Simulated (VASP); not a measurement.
Runs of VASP 6.6.1 on TiO. The structure is that of space group P-62m (No. 189), or close to it. The cells are those of the table. 

```csv
task,cell,k mesh,cutoff (eV),smearing,gap on the mesh (eV),pressure (GPa),relaxed volume (Å³/atom),largest force (eV/Å)
relaxation of cell and atoms,"relaxed from a = 4.989, b = 4.989, c = 2.873 Å, angles 90.0, 90.0, 120.0°, 6 atoms",3 × 3 × 2,600,gaussian 0.1 eV,none,0.0,(a),-
single point,"a = 4.989, b = 4.989, c = 2.873 Å, angles 90.0, 90.0, 120.0°, 6 atoms",12 × 12 × 12,520,fermi-dirac 0.2 eV,none,-4.5,-,0.04
single point,"a = 4.989, b = 4.989, c = 2.873 Å, angles 90.0, 90.0, 120.0°, 6 atoms",12 × 12 × 12,520,methfessel-paxton 0.01 eV,none,-5.0,-,0.02
single point,"a = 4.989, b = 4.989, c = 2.873 Å, angles 90.0, 90.0, 120.0°, 6 atoms",6 × 6 × 6,520,gaussian 0.4 eV,none,-4.8,-,0.03
single point,"a = 4.956, b = 4.956, c = 2.839 Å, angles 90.0, 90.0, 120.0°, 6 atoms",6 × 6 × 8,520,gaussian 0.1 eV,none,0.8,-,0.01
single point,"a = 4.989, b = 4.989, c = 2.873 Å, angles 90.0, 90.0, 120.0°, 6 atoms",6 × 6 × 6,520,gaussian 0.05 eV,none,-5.0,-,0.01
single point,"a = 4.989, b = 4.989, c = 2.873 Å, angles 90.0, 90.0, 120.0°, 6 atoms",6 × 6 × 6,520,gaussian 0.2 eV,none,-5.0,-,0.01
single point,"a = 5.034, b = 5.034, c = 2.714 Å, angles 90.0, 90.0, 120.0°, 6 atoms",3 × 3 × 2,520,gaussian 0.1 eV,none,0.8,-,-
relaxation of cell and atoms,"relaxed from a = 4.989, b = 4.989, c = 2.873 Å, angles 90.0, 90.0, 120.0°, 6 atoms",1 × 1 × 1,600,gaussian 0.1 eV,(b),0.0,10.80,-
single point,"a = 4.950, b = 4.950, c = 2.845 Å, angles 90.0, 90.0, 120.0°, 6 atoms",3 × 3 × 4,520,gaussian 0.1 eV,none,0.8,-,0.01
single point,"a = 4.989, b = 4.989, c = 2.873 Å, angles 90.0, 90.0, 120.0°, 6 atoms",6 × 6 × 6,520,gaussian 0.1 eV,none,-5.0,-,0.01
single point,"a = 4.989, b = 4.989, c = 2.873 Å, angles 90.0, 90.0, 120.0°, 6 atoms",12 × 12 × 12,520,methfessel-paxton 0.02 eV,none,-5.0,-,0.02
```

Alike in all rows: level PBEsol; potentials or basis VASP PAW PBE potentials, release 64 (Ti_sv, O); no spin polarisation.

Q: Fill in the values left out.

A: (a) 9.95; (b) 0.17.

Caveats: some runs use coarse meshes; the PAW data sets were made with another functional, which shifts forces and pressure a little; semilocal functionals often make such compounds metallic where correlation or magnetic order opens a gap, which also shifts bond lengths (some runs).

A k mesh can miss the band edges.

A gap of «none» marks levels without a gap at the run's occupations.
